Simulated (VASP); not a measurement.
# C (P6_3/mmc) in VASP: a series of runs, part 3 of 3

VASP 6.6.1. Earlier steps stand in the parts before.

**5. Single point, PBE**

This run uses another cell than the first one, of 5.79 Å³/atom.

File INCAR:

```
SYSTEM = C
  PREC = Accurate
  ENCUT = 520
  EDIFF = 1E-6
  ISMEAR = -1
  SIGMA = 0.05
  LREAL = .FALSE.
  LASPH = .TRUE.
  NELM = 80
  ALGO = Normal
  ISIF = 2
  LWAVE = .FALSE.
  LCHARG = .FALSE.
  GGA = PE
  NBANDS = 26
```

File KPOINTS:

```
regular mesh
0
G
  12 12 4
  0 0 0
```

File POSCAR:

```
C
1.0
    2.5388031358      0.0000000000      0.0000000000
   -1.2694015679      2.1986680108      0.0000000000
    0.0000000000      0.0000000000      8.2916519209
C
8
Direct
    0.6666666667      0.3333333333      0.8437500000
    0.3333333333      0.6666666667      0.3437500000
    0.6666666667      0.3333333333      0.6562500000
    0.3333333333      0.6666666667      0.1562500000
    0.0000000000      0.0000000000      0.9062500000
    0.0000000000      0.0000000000      0.4062500000
    0.0000000000      0.0000000000      0.5937500000
    0.0000000000      0.0000000000      0.0937500000
```

Potentials or basis: VASP PAW PBE potentials, release 64 (C).

Launch:

```console
$ cat potpaw_PBE.64/C/POTCAR > POTCAR
$ mpirun -np 1 vasp_std > vasp.out
```

OUTCAR:

```text
SYSTEM = C
   PREC = Accurate
   ENCUT = 520
   EDIFF = 1E-6
   ISMEAR = -1
   LREAL = .FALSE.
   LASPH = .TRUE.
   NELM = 80
   ISIF = 2
   GGA = PE

 ion  position               nearest neighbor table
   1  0.667  0.333  0.844-   3 1.55   5 1.55   5 1.55   5 1.55
   2  0.333  0.667  0.344-   4 1.55   6 1.55   6 1.55   6 1.55
   3  0.667  0.333  0.656-   1 1.55   7 1.55   7 1.55   7 1.55
   4  0.333  0.667  0.156-   2 1.55   8 1.55   8 1.55   8 1.55
   5  0.000  0.000  0.906-   8 1.55   1 1.55   1 1.55   1 1.55
[... 913 lines left out ...]
  Total       -2.7366259     -2.7366259      0.6356132      0.0000000      0.0000000      0.0000000
  in kB      -94.7319060    -94.7319060     22.0025878      0.0000000      0.0000000      0.0000000
  external PRESSURE =     -55.8204081 kB  Pullay stress =       0.0000000 kB

 VOLUME and BASIS-vectors are now :
 -----------------------------------------------------------------------------
  energy-cutoff  :      520.00
  volume of cell :       46.28
      direct lattice vectors                 reciprocal lattice vectors
     2.538803136  0.000000000  0.000000000     0.393886389  0.227410413  0.000000000
    -1.269401568  2.198668011  0.000000000     0.000000000  0.454820826  0.000000000
     0.000000000  0.000000000  8.291651921     0.000000000  0.000000000  0.120603230

 POSITION                                       TOTAL-FORCE (eV/Angst)
 -----------------------------------------------------------------------------------
      1.26940      0.73289      6.99608         0.000000     -0.000000      0.309375
     -0.00000      1.46578      2.85026        -0.000000      0.000000      0.309375
      1.26940      0.73289      5.44140         0.000000     -0.000000     -0.309375
     -0.00000      1.46578      1.29557         0.000000      0.000000     -0.309375
      0.00000      0.00000      7.51431         0.000000      0.000000      0.316339
      0.00000      0.00000      3.36848        -0.000000      0.000000      0.316339
      0.00000      0.00000      4.92317         0.000000     -0.000000     -0.316339
      0.00000      0.00000      0.77734        -0.000000     -0.000000     -0.316339
 -----------------------------------------------------------------------------------
    total drift:                               -0.000000      0.000000      0.000000

  FREE ENERGIE OF THE ION-ELECTRON SYSTEM (eV)
  ---------------------------------------------------
  free  energy   TOTEN  =       -72.6414873048 eV

  energy  without entropy=      -72.6414873047  energy(sigma->0) =      -72.64148730
```

stdout:

```text
POSCAR found type information on POSCAR C
 POSCAR found :  1 types and       8 ions
 scaLAPACK will be used
 LDA part: xc-table for (Slater+PW92), standard interpolation
 POSCAR, INCAR and KPOINTS ok, starting setup
 FFT: planning ... GRIDC
 FFT: planning ... GRID_SOFT
 FFT: planning ... GRID
 WAVECAR not read
 entering main loop
```

Run time: 30 s. Hardware: 1 thread of Intel Xeon Platinum 8559C (Emerald Rapids), shared host; peak memory 0.18 GiB.

What came out:

```
Free energy            : -72.6415 eV
Pressure               : -5.6 GPa
Largest force          : 0.316 eV/Å
Band gap on the k mesh : 4.37 eV (least direct gap 5.14 eV)
```

Forces in eV/Å, atoms in the order of the input:
```
C    0.000  0.000  0.309
C    0.000  0.000  0.309
C    0.000  0.000 -0.309
C    0.000  0.000 -0.309
C    0.000  0.000  0.316
C    0.000  0.000  0.316
C    0.000  0.000 -0.316
C    0.000  0.000 -0.316
```

Caveat: the stress differs along the axes, from -9 to 2 GPa. A k mesh can miss the band edges.

**6. Single point, RPBE**

This run uses another cell than the first one, of 5.90 Å³/atom.

File INCAR:

```
SYSTEM = C
ALGO = Normal
EDIFF = 1E-6
ENCUT = 520
GGA = RP
ISIF = 2
ISMEAR = -1
LASPH = .TRUE.
LCHARG = .FALSE.
LREAL = .FALSE.
LWAVE = .FALSE.
NBANDS = 26
NELM = 60
PREC = Accurate
SIGMA = 0.05
```

File KPOINTS:

```
k-points
0
G
  12 12 4
  0 0 0
```

POSCAR: that of step 5 with these lines changed.

```diff
@@ -2,5 +2,5 @@
 1.0
-    2.5388031358      0.0000000000      0.0000000000
-   -1.2694015679      2.1986680108      0.0000000000
-    0.0000000000      0.0000000000      8.2916519209
+    2.5552893324      0.0000000000      0.0000000000
+   -1.2776446662      2.2129454759      0.0000000000
+    0.0000000000      0.0000000000      8.3454953252
 C
```

Potentials or basis: VASP PAW PBE potentials, release 64 (C).

Launch:

```console
$ cat potpaw_PBE.64/C/POTCAR > POTCAR
$ mpirun -np 1 vasp_std > vasp.out
```

Run time: 33 s. Hardware: 1 thread of Intel Xeon Platinum 8559C (Emerald Rapids), shared host; peak memory 0.18 GiB.

Results (log left out):

| Quantity | Value |
| --- | --- |
| Free energy | -68.8290 eV |
| Pressure | -7.6 GPa |
| Largest force | 0.302 eV/Å |
| Band gap on the k mesh | 4.32 eV (least direct gap 5.10 eV) |

Forces in eV/Å, atoms in the order of the input:
```
C    0.000  0.000  0.298
C    0.000  0.000  0.298
C    0.000  0.000 -0.298
C    0.000  0.000 -0.298
C    0.000  0.000  0.302
C    0.000  0.000  0.302
C    0.000  0.000 -0.302
C    0.000  0.000 -0.302
```

Stress tensor (GPa, compression positive):
```
-11.29   0.00   0.00
  0.00 -11.29   0.00
  0.00   0.00  -0.28
```

Levels at points of the mesh, in eV from the valence-band top:
| k point | band 14 | band 15 | band 16 | band 17 | band 18 | band 19 |
| --- | --- | --- | --- | --- | --- | --- |
| (0.00, 0.00, 0.00) | -0.21 | 0.00 | 0.00 | 5.10 | 5.10 | 5.60 |
| (0.50, 0.00, 0.00) | -4.41 | -3.57 | -2.83 | 4.38 | 5.44 | 5.76 |
| (0.00, 0.00, 0.50) | -0.65 | -0.65 | -0.65 | 5.87 | 5.87 | 5.87 |
| (0.50, 0.00, 0.50) | -4.57 | -3.53 | -3.53 | 4.73 | 4.73 | 7.00 |

Caveat: the stress differs along the axes, from -11 to -0 GPa; the PAW data sets were made with another functional, which shifts forces and pressure a little. As with any semilocal functional, this RPBE gap is likely too small.

**7. Overview**

| level | cell | gap on the mesh (eV) | pressure (GPa) | largest force (eV/Å) |
| --- | --- | --- | --- | --- |
| PBE exchange alone | a = 2.522, b = 2.522, c = 8.237 Å, angles 90.0, 90.0, 120.0°, 8 atoms | 4.77 | 32.9 | 0.35 |
| RPBE | a = 2.539, b = 2.539, c = 8.292 Å, angles 90.0, 90.0, 120.0°, 8 atoms | 4.37 | 0.3 | 0.31 |
| PBE exchange alone | a = 2.539, b = 2.539, c = 8.292 Å, angles 90.0, 90.0, 120.0°, 8 atoms | 4.72 | 23.7 | 0.33 |
| PBE | a = 2.539, b = 2.539, c = 8.292 Å, angles 90.0, 90.0, 120.0°, 8 atoms | 4.37 | -5.6 | 0.32 |
| RPBE | a = 2.555, b = 2.555, c = 8.345 Å, angles 90.0, 90.0, 120.0°, 8 atoms | 4.32 | -7.6 | 0.30 |

Alike in all rows: task single point; potentials or basis VASP PAW PBE potentials, release 64 (C); no spin polarisation; k mesh 12 × 12 × 4; cutoff (eV) 520; smearing fermi-dirac 0.05 eV.

Caveats: the PAW data sets were made with another functional, which shifts forces and pressure a little (at least some runs); the stress differs along the axes, from 29 to 41 GPa (at least some runs); the stress differs along the axes, from -4 to 8 GPa (at least some runs); the stress differs along the axes, from 20 to 32 GPa (at least some runs); the stress differs along the axes, from -9 to 2 GPa (at least some runs); the stress differs along the axes, from -11 to -0 GPa (at least some runs).

Absolute energies hang on the potentials; compare differences alone.
